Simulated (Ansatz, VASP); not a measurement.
One calculation of NbRu3C, two programs

```
Nb Ru C
1.0
     4.06514    0.00000    0.00000
     0.00000    4.06514    0.00000
     0.00000    0.00000    4.06514
Nb Ru C
1 3 1
Direct
  0.00000 0.00000 0.00000
  0.00000 0.50000 0.50000
  0.50000 0.00000 0.50000
  0.50000 0.50000 0.00000
  0.50000 0.50000 0.50000
```

Alike in both runs: task relaxation of cell and atoms; functional PBE; k mesh 10 × 10 × 10; occupations gaussian, width 0.1 eV; no spin polarisation.

```csv
,VASP,Ansatz
version,VASP 6.6.1,Ansatz 0.2.0
potentials or method,"VASP PAW PBE potentials, release 64 (Nb_sv, Ru_pv, C), cutoff 600 eV","scalar-relativistic, plane waves, PAW"
valence electrons in the cell,59,65
```

Ansatz gave:

```
gap on the k mesh at the Fermi level, each at its own relaxed structure (eV) : none
relaxed volume (Å³/atom)                                                     : 13.28
relaxed cell length with the largest relative difference (Å)                 : 4.049
```

Q: What did VASP give for the same quantities?

A: gap on the k mesh at the Fermi level, each at its own relaxed structure (eV): none; relaxed volume (Å³/atom): 13.27; relaxed cell length with the largest relative difference (Å): 4.048.

A gap of «none» marks a metal or a gap that the smearing closes. VASP's potentials hold 59 valence electrons a cell and Ansatz's 65, so a difference there can come from the potentials and not from the codes.
